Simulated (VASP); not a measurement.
Input of a VASP 6.6.1 run:

Contents of INCAR:

```
SYSTEM = PbS
PREC = Accurate
ENCUT = 520
EDIFF = 1E-7
ISMEAR = -1
SIGMA = 0.05
LREAL = .False.
LASPH = .True.
NELM = 60
ALGO = Normal
ISIF = 2
LWAVE = .False.
LCHARG = .True.
GGA = CA
LELF = .True.
LVHAR = .True.
NBANDS = 17
```

File KPOINTS:

```
Automatic mesh
0
Gamma
  8 8 7
  0 0 0
```

POSCAR

```
PbS
1.0
    4.0622492242      0.0000000000      0.0000000000
   -2.0311246120      3.5180110247      0.0000000000
    0.0000000000      0.0000000000      3.7627422943
Pb S
1 1
Direct
    0.0000000000      0.0000000000      0.0000000000
    0.6666666667      0.3333333333      0.5000000000
```

Potentials or basis: VASP PAW LDA potentials, release 64 (Pb_d, S).

The run is started by

```console
$ cat potpaw_LDA.64/Pb_d/POTCAR potpaw_LDA.64/S/POTCAR > POTCAR
$ mpirun -np 1 vasp_std > vasp.out
```

(1) What does it give for the pressure?

Results:

(1) -3.5 GPa.
